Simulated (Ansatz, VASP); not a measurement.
Two plane-wave programs on PbF2

INCAR

```
  ALGO = Normal
  EDIFF = 1E-6
  ENCUT = 600
  GGA = PS
  GGA_COMPAT = F
  ISIF = 2
  ISMEAR = 0
  LASPH = T
  LCHARG = F
  LREAL = F
  LWAVE = F
  NBANDS = 21
  NELM = 120
  PREC = Accurate
  SIGMA = 0.01
```

The input KPOINTS:

```
k-points
0
Gamma
  6 6 6
```

File POSCAR:

```
PbF2
1.0
    0.0000000000      2.9604390429      2.9604390429
    2.9604390429      0.0000000000      2.9604390429
    2.9604390429      2.9604390429      0.0000000000
Pb F
1 2
Direct
    0.0000000000      0.0000000000      0.0000000000
    0.2500000000      0.2500000000      0.2500000000
    0.7500000000      0.7500000000      0.7500000000
```

Input for Ansatz:

```yaml
crystal:
  lattice:
    - [0.0, 2.9604390429, 2.9604390429]
    - [2.9604390429, 0.0, 2.9604390429]
    - [2.9604390429, 2.9604390429, 0.0]
  atoms:
    - { symbol: Pb, position: [0.0, 0.0, 0.0] }
    - { symbol: F, position: [0.25, 0.25, 0.25] }
    - { symbol: F, position: [0.75, 0.75, 0.75] }
kpoints:
  mp_grid: { grid: [6, 6, 6] }
hamiltonian:
  xc: pbesol
scf:
  occupations: { method: fixed }
  n_extra_bands: 4
  mixing: { preconditioner: none }
output:
  forces: true
  stress: true
  eigenvalues: true
```

Alike in both runs: task single point; functional PBEsol; k mesh 6 × 6 × 6; no spin polarisation.

```csv
,VASP,Ansatz
version,VASP 6.6.1,Ansatz 0.2.0
potentials or method,"VASP PAW PBE potentials, release 64 (Pb_d, F)",plane waves
plane-wave cutoff (eV),600,420
occupations,"gaussian, width 0.01 eV",fixed
valence electrons in the cell,28,28
```

Ansatz gave:

* gap on the k mesh at the Fermi level (eV): 4.33
* pressure (GPa): -0.8

Task: Estimate VASP's values.

Result: gap on the k mesh at the Fermi level (eV): 4.33; pressure (GPa): -1.1.

VASP's potentials were made for PBE, not for PBEsol.

Neither program's run includes spin-orbit coupling.
